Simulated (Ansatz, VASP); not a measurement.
Two plane-wave programs on Ge

```
Ge
1.0
    -2.57449    2.57449    1.39741
     2.57449   -2.57449    1.39741
     2.57449    2.57449   -1.39741
Ge
2
Cartesian
  0.0000 0.0000 1.3974
  2.5745 0.0000 0.6987
```

Alike in both runs: task single point; functional r2SCAN; k mesh 6 × 6 × 6; occupations fermi-dirac, width 0.05 eV; no spin polarisation.

```csv
,VASP,Ansatz
version,VASP 6.6.1,Ansatz 0.2.0
potentials or method,"VASP PAW PBE potentials, release 64 (Ge_d)",Ansatz PAW
plane-wave cutoff (eV),550,500
valence electrons in the cell,28,28
```

VASP gave:

- gap on the k mesh at the Fermi level (eV): none
- pressure (GPa): 0.3
- traceless stress, the component that is largest in VASP (GPa): -1.08

Question: What did Ansatz give for the same quantities?

Answer: gap on the k mesh at the Fermi level (eV): none; pressure (GPa): 0.5; traceless stress, the component that is largest in VASP (GPa): -1.06.

VASP's potentials were made for PBE, not for r2SCAN. A gap of «none» marks a metal or a gap that the smearing closes.

The k mesh is coarse, so the values compare programs but aren't converged.
